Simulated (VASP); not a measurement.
Se, 2 atoms in the cell. The structure is cubic, space group Fd-3m (No. 227). Conventional cell: a = 5.340 Å, b = 5.340 Å, c = 5.340 Å, α = 90.00°, β = 90.00°, γ = 90.00°. Se (site symmetry -43m) has 4 Se at 2.31 Å within 3.1 Å. This isn't the form of Se at room conditions, which is trigonal, of chains.

| Property | Result |
| --- | --- |
| Program | VASP 6.6.1 |
| Task | single point |
| Functional | PBE |
| Potentials or basis | VASP PAW PBE potentials, release 64 (Se) |
| Cutoff | 520 eV |
| k mesh | 11 × 11 × 11 |
| Occupations | fermi-dirac, width 0.1 eV |
| Spin | no spin polarisation |
| Dipole correction | no |
| Further INCAR settings | ALGO = Normal; EDIFF = 1e-06; NBANDS = 13 |

Potentials or basis: VASP PAW PBE potentials, release 64 (Se).

Launch:

```sh
$ cat potpaw_PBE.64/Se/POTCAR > POTCAR
$ mpirun -np 1 vasp_std > vasp.out
```

Hardware: 1 thread of AMD EPYC 7R13 Processor (Zen 3), with other jobs on the host.

Task: How long does it take, and how much memory?

Result: It took 14 s on 1 thread of AMD EPYC 7R13 Processor (Zen 3) (shared host), peak memory 0.13 GiB. Counts: scf iterations 10, k points 56.
